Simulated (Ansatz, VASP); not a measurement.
One calculation of CdS, two programs

```
Cd S
1.0
     0.00000    2.91650    2.91650
     2.91650    0.00000    2.91650
     2.91650    2.91650    0.00000
Cd S
1 1
Direct
  0.00000 0.00000 0.00000
  0.75000 0.75000 0.75000
```

Alike in both runs: task single point; functional PBE; k mesh 8 × 8 × 8; occupations gaussian, width 0.019 eV; no spin polarisation.

```csv
,VASP,Ansatz
version,VASP 6.6.1,Ansatz 0.2.0
potentials or method,"VASP PAW PBE potentials, release 64 (Cd, S), cutoff 520 eV","all-electron LAPW, scalar-relativistic"
```

Ansatz gave:

| Item | Value |
| --- | --- |
| gap on the k mesh at the Fermi level (eV) | 1.15 |
| least direct gap on the mesh (eV) | 1.15 |
| pressure (GPa) | 2.9 |

Task: Estimate VASP's values.

Result: gap on the k mesh at the Fermi level (eV): 1.15; least direct gap on the mesh (eV): 1.15; pressure (GPa): 3.2.

Ansatz ran all-electron here, and VASP with PAW potentials.
